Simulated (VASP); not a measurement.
A run of VASP 6.6.1:

INCAR

```
PREC = Accurate
ENCUT = 600
EDIFF = 1E-6
ISMEAR = -1
SIGMA = 0.05
LREAL = F
LASPH = T
NELM = 80
ALGO = Normal
ISIF = 3
LWAVE = F
LCHARG = F
GGA = PE
IBRION = 2
NSW = 60
EDIFFG = -0.005
PSTRESS = 0.41000000000000003
```

The input KPOINTS:

```
regular mesh
0
Gamma
  15 15 14
```

Contents of POSCAR:

```
TiC
1.0
    2.8828385424      0.0000000000      0.0000000000
   -1.4414192712      2.4966114127      0.0000000000
    0.0000000000      0.0000000000      2.8251817715
Ti C
1 1
Direct
    0.0000000000      0.0000000000      0.0000000000
    0.3333333333      0.6666666667      0.5000000000
```

Potentials or basis: VASP PAW PBE potentials, release 64 (Ti_sv, C).

Run with:

```console
$ cat potpaw_PBE.64/Ti_sv/POTCAR potpaw_PBE.64/C/POTCAR > POTCAR
$ mpirun -np 1 vasp_std > vasp.out
```

Hardware: 1 thread of AMD EPYC 9R45 96-Core Processor (Zen 5), on a shared host.

Problem. Estimate the wall time of this run.

Solution. Wall time 2.2 min on 1 thread of AMD EPYC 9R45 96-Core Processor (Zen 5) (shared host), peak memory 0.17 GiB. Counts: scf iterations 77, k points 216, ion steps 10.
